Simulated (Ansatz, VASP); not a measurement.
Si: VASP beside Ansatz

POSCAR

```
Si
1.0
   -3.3031251995      3.3031251995      1.9094833541
    3.3031251995     -3.3031251995      1.9094833541
    3.3031251995      3.3031251995     -1.9094833541
Si
4
Direct
    0.8211989400      0.1788010600      0.0000000000
    0.1788010600      0.8211989400      0.0000000000
    0.8211989400      0.8211989400      0.6423978800
    0.1788010600      0.1788010600      0.3576021200
```

Contents of INCAR.step1:

```
PREC = Accurate
ENCUT = 520
ISMEAR = -1
SIGMA = 0.05
LREAL = F
LASPH = T
NELM = 100
NBANDS = 16
GGA = PE
ALGO = Normal
EDIFF = 1E-4
LWAVE = T
LCHARG = F
```

The input INCAR.step2:

```
PREC = Accurate
ENCUT = 520
EDIFF = 1E-7
ISMEAR = -1
SIGMA = 0.05
LREAL = F
LASPH = T
NELM = 100
ALGO = Normal
ISIF = 2
LWAVE = F
LCHARG = F
METAGGA = R2SCAN
LMIXTAU = T
NBANDS = 16
ISTART = 1
```

The input KPOINTS:

```
Automatic mesh
0
Gamma
  8 8 8
```

Contents of input.yaml:

```yaml
crystal:
  lattice:
    - [-3.3031251995, 3.3031251995, 1.9094833541]
    - [3.3031251995, -3.3031251995, 1.9094833541]
    - [3.3031251995, 3.3031251995, -1.9094833541]
  atoms:
    - { symbol: Si, position: [0.82119894, 0.17880106, 0.0] }
    - { symbol: Si, position: [0.17880106, 0.82119894, 0.0] }
    - { symbol: Si, position: [0.82119894, 0.82119894, 0.64239788] }
    - { symbol: Si, position: [0.17880106, 0.17880106, 0.35760212] }
hamiltonian:
  xc: r2scan
  pseudopotentials: { kind: paw }
kpoints:
  mp_grid: { grid: [8, 8, 8] }
scf:
  occupations: { method: fermi_dirac, width: 0.05 }
output:
  forces: true
  stress: true
  eigenvalues: true
```

Alike in both runs: task single point; functional r2SCAN; k mesh 8 × 8 × 8; occupations fermi-dirac, width 0.05 eV; no spin polarisation.

|  | VASP | Ansatz |
| --- | --- | --- |
| version | VASP 6.6.1 | Ansatz 0.2.0 |
| potentials or method | VASP PAW PBE potentials, release 64 (Si) | Ansatz PAW |
| plane-wave cutoff (eV) | 520 | 500 |
| valence electrons in the cell | 16 | 16 |

```tsv
	VASP	Ansatz	Ansatz less VASP
gap on the k mesh at the Fermi level (eV)	0.39	0.37	-0.016
least direct gap on the mesh (eV)	0.56	0.55	-0.013
pressure (GPa)	1.8	2.0	+0.22
traceless stress, the component that is largest in VASP (GPa)	0.01	0.05	+0.037
rms of the force components (eV/Å)	0.018	0.017	-0.0003
```

VASP's potentials were made for PBE, not for r2SCAN. Atom by atom the forces differ by 0.000 eV/Å (rms over components).
